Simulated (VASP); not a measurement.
# AlFe (Pm-3m) in VASP: a series of runs

AlFe is run at these levels: LDA; tasks: single point, relaxation of cell and atoms.

Everything below comes from runs of VASP 6.6.1. Logs are shortened: lines on timing, memory, paths and dates and some standing lists are left out, and cuts for length are marked.

**1. The cell of the first run**

Symmetry: Pm-3m, No. 221, cubic system. The conventional cell has a = 2.816 Å, b = 2.816 Å, c = 2.816 Å, α = 90.00°, β = 90.00°, γ = 90.00°. Al (site symmetry m-3m) has 8 Fe at 2.44 Å and 6 Al at 2.82 Å within 3.2 Å. Within 3.2 Å of Fe (site symmetry m-3m) lie 8 Al at 2.44 Å and 6 Fe at 2.82 Å.

**2. Single point, LDA, collinear spin, ferromagnetic start**

INCAR

```
SYSTEM = AlFe
PREC = Accurate
ENCUT = 520
EDIFF = 1E-7
ISMEAR = 0
SIGMA = 0.1
LREAL = .False.
LASPH = .True.
NELM = 150
ALGO = Normal
ISIF = 2
LWAVE = .False.
LCHARG = .False.
ISPIN = 2
MAGMOM = 0 0.77
LORBIT = 11
LMAXMIX = 4
GGA = CA
NBANDS = 16
```

KPOINTS

```
regular mesh
0
Gamma
  14 14 14
  0 0 0
```

POSCAR

```
AlFe
1.0
    2.8155174647      0.0000000000      0.0000000000
    0.0000000000      2.8155174647      0.0000000000
    0.0000000000      0.0000000000      2.8155174647
Al Fe
1 1
Direct
    0.0000000000      0.0000000000      0.0000000000
    0.5000000000      0.5000000000      0.5000000000
```

Potentials or basis: VASP PAW LDA potentials, release 64 (Al, Fe).

Run with:

```sh
> cat potpaw_LDA.64/Al/POTCAR potpaw_LDA.64/Fe/POTCAR > POTCAR
> mpirun -np 1 vasp_std > vasp.out
```

OUTCAR:

```text
SYSTEM = AlFe
   PREC = Accurate
   ENCUT = 520
   EDIFF = 1E-7
   ISMEAR = 0
   LREAL = .False.
   LASPH = .True.
   NELM = 150
   ISIF = 2
   ISPIN = 2
   LORBIT = 11
   GGA = CA

 ion  position               nearest neighbor table
   1  0.000  0.000  0.000-   2 2.44   2 2.44   2 2.44   2 2.44   2 2.44   2 2.44   2 2.44   2 2.44

   2  0.500  0.500  0.500-   1 2.44   1 2.44   1 2.44   1 2.44   1 2.44   1 2.44   1 2.44   1 2.44

  LATTYP: Found a simple cubic cell.
 ALAT       =     2.8155174647

  Lattice vectors:

 A1 = (   2.8155174647,   0.0000000000,   0.0000000000)
 A2 = (   0.0000000000,   2.8155174647,   0.0000000000)
 A3 = (   0.0000000000,   0.0000000000,   2.8155174647)

Analysis of symmetry for initial positions (statically):
=====================================================================
 Subroutine PRICEL returns:
 Original cell was already a primitive cell.

 Routine SETGRP: Setting up the symmetry group for a
 simple cubic supercell.

 Subroutine GETGRP returns: Found 48 space group operations
 (whereof 48 operations were pure point group operations)
 out of a pool of 48 trial point group operations.

The static configuration has the point symmetry O_h .

Analysis of symmetry for dynamics (positions and initial velocities):
=====================================================================
 Subroutine PRICEL returns:
 Original cell was already a primitive cell.

 Routine SETGRP: Setting up the symmetry group for a
 simple cubic supercell.

 Subroutine GETGRP returns: Found 48 space group operations
 (whereof 48 operations were pure point group operations)
 out of a pool of 48 trial point group operations.

The dynamic configuration has the point symmetry O_h .

Analysis of structural, dynamic, and magnetic symmetry:
=====================================================================
 Subroutine PRICEL returns:
 Original cell was already a primitive cell.

 Routine SETGRP: Setting up the symmetry group for a
 simple cubic supercell.

 Subroutine GETGRP returns: Found 48 space group operations
 (whereof 48 operations were pure point group operations)
 out of a pool of 48 trial point group operations.

The overall configuration has the point symmetry O_h .

 Subroutine INISYM returns: Found 48 space group operations
 (whereof 48 operations are pure point group operations),
 and found     1 'primitive' translations

----------------------------------------------------------------------------------------

                                     Primitive cell

  volume of cell :      22.3190

  direct lattice vectors                    reciprocal lattice vectors
     2.815517465  0.000000000  0.000000000     0.355174497  0.000000000  0.000000000
     0.000000000  2.815517465  0.000000000     0.000000000  0.355174497  0.000000000
     0.000000000  0.000000000  2.815517465     0.000000000  0.000000000  0.355174497

  length of vectors
     2.815517465  2.815517465  2.815517465     0.355174497  0.355174497  0.355174497

  position of ions in fractional coordinates (direct lattice)
     0.000000000  0.000000000  0.000000000
     0.500000000  0.500000000  0.500000000

  ion indices of the primitive-cell ions
   primitive index   ion index
                 1           1
                 2           2

----------------------------------------------------------------------------------------

 KPOINTS: regular mesh

Automatic generation of k-mesh.
 Grid dimensions read from file:
 generate k-points for:   14   14   14

 Generating k-lattice:

  Cartesian coordinates                     Fractional coordinates (reciprocal lattice)
     0.025369607  0.000000000  0.000000000     0.071428571  0.000000000  0.000000000
     0.000000000  0.025369607  0.000000000     0.000000000  0.071428571  0.000000000
     0.000000000  0.000000000  0.025369607     0.000000000  0.000000000  0.071428571

  Length of vectors
     0.025369607  0.025369607  0.025369607

  Shift w.r.t. Gamma in fractional coordinates (k-lattice)
     0.000000000  0.000000000  0.000000000

 Subroutine IBZKPT returns following result:
 ===========================================

 Found    120 irreducible k-points:

 Following reciprocal coordinates:
            Coordinates               Weight
  0.000000  0.000000  0.000000      1.000000
  0.071429  0.000000  0.000000      6.000000
  0.142857  0.000000  0.000000      6.000000
  0.214286  0.000000  0.000000      6.000000
  0.285714  0.000000  0.000000      6.000000
  0.357143  0.000000  0.000000      6.000000
[... 16 lines left out ...]
  0.285714  0.214286  0.000000     24.000000
  0.357143  0.214286  0.000000     24.000000
 [... further k-points ...]
   k-points           NKPTS =    120   k-points in BZ     NKDIM =    120   number of bands    NBANDS=     16
   number of dos      NEDOS =    301   number of ions     NIONS =      2
   total plane-waves  NPLWV =  13824
   dimension x,y,z NGX =    24 NGY =   24 NGZ =   24
   dimension x,y,z NGXF=    48 NGYF=   48 NGZF=   48
   ions per type =               1   1
   NGX,Y,Z   is equivalent  to a cutoff of  14.17, 14.17, 14.17 a.u.
   NGXF,Y,Z  is equivalent  to a cutoff of  28.34, 28.34, 28.34 a.u.
 SYSTEM =  AlFe
   PREC   = accura    normal or accurate (medium, high low for compatibility)
   ISTART =      0    job   : 0-new  1-cont  2-samecut
   ICHARG =      2    charge: 1-file 2-atom 10-const
   ISPIN  =      2    spin polarized calculation?
   LNONCOLLINEAR =      F non collinear calculations
   LSORBIT =      F    spin-orbit coupling
   LASPH  =      T    aspherical Exc in radial PAW
   ENCUT  =  520.0 eV  38.22 Ry    6.18 a.u.   5.23  5.23  5.23*2*pi/ulx,y,z
   NELM   =    150;   NELMIN=  2; NELMDL= -5     # of ELM steps
   EDIFF  = 0.1E-06   stopping-criterion for ELM
   LREAL  =      F    real-space projection
   EDIFFG = 0.1E-05   stopping-criterion for IOM
   NSW    =      0    number of steps for IOM
   IBRION =     -1    ionic relax: 0-MD 1-quasi-New 2-CG
   NFREE  =      0    steps in history (QN), initial steepest desc. (CG)
   ISIF   =      2    stress and relaxation
   ISYM   =      2    0-nonsym 1-usesym 2-fastsym
   POTIM  = 0.5000    time-step for ionic-motion
   TEBEG  =    0.0;   TEEND  =   0.0 temperature during run
   PSTRESS=    0.0 pullay stress
   NELECT =      11.0000    total number of electrons
   NUPDOWN=      -1.0000    fix difference up-down
   EMIN   =  10.00;   EMAX   =-10.00  energy-range for DOS
   EFERMI =   0.00;   METHOD = LEGACY
   ISMEAR =     0;   SIGMA  =   0.10  broadening in eV -4-tet -1-fermi 0-gaus
   EFERMI_NEDOS =   21; number of points for ismear=-14 and -15
   IALGO  =     38    algorithm
   IMIX   =      4    mixing-type and parameters
     AMIX     =   0.40;   BMIX     =  1.00
     AMIX_MAG =   1.60;   BMIX_MAG =  1.00
  volume/ion in A,a.u.               =      11.16        75.31
  Fermi-wavevector in a.u.,A,eV,Ry     =   1.293146  2.443691 22.752018  1.672226
  Thomas-Fermi vector in A             =   2.424810
   LORBIT       =     11    0 simple, 1 ext, 2 COOP (PROOUT), +10 PAW based schemes
   GGA     = CA    functional components
   LHFCALC =     F    Hartree Fock is set to
   AEXX    =    0.0000 exact exchange contribution
   IVDW    =     0    specifies the selected vdW correction
   LEPSILON=     F    determine dielectric tensor
   LRPA    =     F    only Hartree local field effects (RPA)
 spin polarized calculation
 Gauss-broadening in eV      SIGMA  =   0.10
  energy-cutoff  :      520.00
  volume of cell :       22.32
 maximum number of plane-waves:       624
 NGX is ok and might be reduce to    24
   NGX = 11   NGY = 11   NGZ = 11

 number of electron      11.0000007 magnetization       0.5954703

 Free energy of the ion-electron system (eV)
  ---------------------------------------------------
  ext. energy  EPLUGINS =         0.00000000
  ---------------------------------------------------
  free energy    TOTEN  =       -14.32605939 eV

  energy without entropy =      -14.31526554  energy(sigma->0) =      -14.32066246

 E-fermi :   8.4086     XC(G=0): -12.6730

 val. band max:        8.4056356492   @ k =   0.5000   0.2857   0.1429
 cond. band min:       8.4104202935   @ k =   0.2857   0.2143   0.0714
 fundamental gap:      0.0047846443
 Fermi energy:         8.4085634078

 spin component 1

 k-point     1 :       0.0000    0.0000    0.0000
  band No.  band energies     occupation
      1      -2.2513      1.00000
      2       5.7391      1.00000
      3       5.7391      1.00000
      4       8.2467      0.98895
      5       8.2467      0.98895
      6       8.2467      0.98895
[... 8 lines left out ...]
     15      30.9284      0.00000
     16      32.9199      0.00000
[... 419 lines left out ...]
 k-point    24 :       0.3571    0.2143    0.0000
  band No.  band energies     occupation
      1       0.9076      1.00000
      2       4.7499      1.00000
      3       6.2980      1.00000
      4       7.0628      1.00000
      5       7.4506      1.00000
      6       7.9531      1.00000
[... 8 lines left out ...]
     15      27.6850      0.00000
     16      30.7951      0.00000

 [... further k-points ...]

 spin component 2

 k-point     1 :       0.0000    0.0000    0.0000
  band No.  band energies     occupation
      1      -2.2063      1.00000
      2       6.0570      1.00000
      3       6.0570      1.00000
      4       8.8404      0.00000
      5       8.8404      0.00000
      6       8.8404      0.00000
[... 8 lines left out ...]
     15      30.9994      0.00000
     16      32.9538      0.00000
[... 419 lines left out ...]
 k-point    24 :       0.3571    0.2143    0.0000
  band No.  band energies     occupation
      1       0.9595      1.00000
      2       4.9162      1.00000
      3       6.6090      1.00000
      4       7.4876      1.00000
      5       7.9838      1.00000
      6       8.5245      0.05052
[... 8 lines left out ...]
     15      27.7543      0.00000
     16      30.8325      0.00000

 [... further k-points ...]
[... 5 lines left out ...]
  --------------------------------------------------------------------------------------
  -------------------------------------------------------------------------------------
  Total        0.0514268      0.0514268      0.0514268     -0.0000000      0.0000000     -0.0000000
  in kB        3.6916916      3.6916916      3.6916916     -0.0000000      0.0000000     -0.0000000
  external PRESSURE =       3.6916916 kB  Pullay stress =       0.0000000 kB

 VOLUME and BASIS-vectors are now :
 -----------------------------------------------------------------------------
  energy-cutoff  :      520.00
  volume of cell :       22.32
      direct lattice vectors                 reciprocal lattice vectors
     2.815517465  0.000000000  0.000000000     0.355174497  0.000000000  0.000000000
     0.000000000  2.815517465  0.000000000     0.000000000  0.355174497  0.000000000
     0.000000000  0.000000000  2.815517465     0.000000000  0.000000000  0.355174497

 POSITION                                       TOTAL-FORCE (eV/Angst)
 -----------------------------------------------------------------------------------
      0.00000      0.00000      0.00000         0.000000      0.000000      0.000000
      1.40776      1.40776      1.40776         0.000000      0.000000      0.000000
 -----------------------------------------------------------------------------------
    total drift:                                0.000000     -0.000000     -0.000000

  FREE ENERGIE OF THE ION-ELECTRON SYSTEM (eV)
  ---------------------------------------------------
  free  energy   TOTEN  =       -14.3260593853 eV

  energy  without entropy=      -14.3152655367  energy(sigma->0) =      -14.32066246

 total charge

# of ion       s       p       d       tot
------------------------------------------
    1        0.414   0.470   0.000   0.885
    2        0.458   0.545   6.576   7.579
--------------------------------------------------
tot          0.872   1.016   6.576   8.464

 magnetization (x)

# of ion       s       p       d       tot
------------------------------------------
    1       -0.005  -0.010   0.000  -0.015
    2       -0.001   0.007   0.604   0.610
--------------------------------------------------
tot         -0.006  -0.003   0.604   0.594
```

It took 42 s on 1 thread of Intel Xeon Platinum 8488C (Sapphire Rapids), shared host; peak memory 0.18 GiB.

Results:

```
Free energy                                           : -14.3261 eV
Pressure                                              : 0.4 GPa
Net moment                                            : 0.60 μB per cell
Site moments                                          : Al -0.01; Fe +0.61 μB
Valence electrons inside the program's atomic spheres : Al 0.89; Fe 7.58
```

**3. Relaxation of cell and atoms, LDA, collinear spin, ferromagnetic start**

This run uses another cell than the first one, of 11.87 Å³/atom.

INCAR

```
PREC = Accurate
ENCUT = 600
EDIFF = 1E-6
ISMEAR = 0
SIGMA = 0.1
LREAL = False
LASPH = True
NELM = 150
ALGO = Normal
ISIF = 3
LWAVE = False
LCHARG = False
ISPIN = 2
MAGMOM = 0 0.77
LORBIT = 11
LMAXMIX = 4
IBRION = 2
NSW = 70
EDIFFG = -0.005
```

KPOINTS

```
Automatic mesh
0
Gamma
  14 14 14
```

POSCAR

```
AlFe
1.0
    2.8743309089      0.0000000000      0.0000000000
    0.0000000000      2.8743309089      0.0000000000
    0.0000000000      0.0000000000      2.8743309089
Al Fe
1 1
Direct
    0.0000000000      0.0000000000      0.0000000000
    0.5000000000      0.5000000000      0.5000000000
```

Potentials or basis: VASP PAW LDA potentials, release 64 (Al, Fe).

Run with:

```sh
> cat potpaw_LDA.64/Al/POTCAR potpaw_LDA.64/Fe/POTCAR > POTCAR
> mpirun -np 1 vasp_std > vasp.out
```

Run time: 94 s. Hardware: 1 thread of Intel Xeon Platinum 8488C (Sapphire Rapids), shared host; peak memory 0.19 GiB.

Results (log left out):

```yaml
Free_energy: -14.3264 eV
Relaxed_volume: 11.18 Å³/atom
Relaxed_cell: a = 2.817 Å, b = 2.817 Å, c = 2.817 Å, α = 90.00°, β = 90.00°, γ = 90.00°
Space_group_after_relaxing_to_0.1_Å: Pm-3m (No. 221)
Energy_gained_by_relaxing: 24.8 meV/atom
Ionic_steps: 6
Pressure_after_relaxing: 0.0 GPa
Net_moment: 0.60 μB per cell
Site_moments: Al -0.01; Fe +0.61 μB
Valence_electrons_inside_the_program's_atomic_spheres: Al 0.88; Fe 7.58
```

The path:
| step | energy change (eV) | largest force (eV/Å) | pressure (GPa) | volume (Å³) |
| --- | --- | --- | --- | --- |
| 1 | 0.0000 | 0.0000 | -10.81 | 23.75 |
| 2 | 0.0000 | 0.0000 | 13.27 | 21.10 |
| 3 | -0.0497 | 0.0000 | -0.09 | 22.37 |
| 4 | -0.0496 | 0.0000 | 0.12 | 22.34 |
| 5 | -0.0497 | 0.0000 | -0.08 | 22.37 |
| 6 | -0.0497 | 0.0000 | -0.03 | 22.36 |

Final structure:
```xyz
2
Lattice="2.8171 0.0000 0.0000 0.0000 2.8171 0.0000 0.0000 0.0000 2.8171" Properties=species:S:1:pos:R:3 pbc="T T T"
Al    0.0000    0.0000    0.0000
Fe    1.4085    1.4085    1.4085
```

Levels at points of the mesh, in eV from the Fermi level:
Spin up:
```tsv
k point	band 3	band 4	band 5	band 6	band 7	band 8	band 9
(0.00, 0.00, 0.00)	-2.66	-0.16	-0.16	-0.16	6.75	6.75	6.75
(0.50, 0.00, 0.00)	-1.98	-1.21	-1.21	-0.03	1.10	8.94	11.50
(0.50, 0.50, 0.00)	-2.07	-2.07	-0.97	-0.97	0.59	3.60	4.64
(0.50, 0.50, 0.50)	-3.71	0.64	0.64	3.14	3.14	3.14	4.81
```
Spin down:
```tsv
k point	band 2	band 3	band 4	band 5	band 6	band 7	band 8	band 9
(0.00, 0.00, 0.00)	-2.35	-2.35	0.43	0.43	0.43	6.80	6.80	6.80
(0.50, 0.00, 0.00)	-6.08	-1.61	-0.69	-0.69	0.58	1.52	8.92	11.58
(0.50, 0.50, 0.00)	-2.38	-2.03	-2.03	-0.43	-0.43	1.06	3.88	5.05
(0.50, 0.50, 0.50)	-3.40	-3.40	1.10	1.10	3.23	3.23	3.23	4.80
```
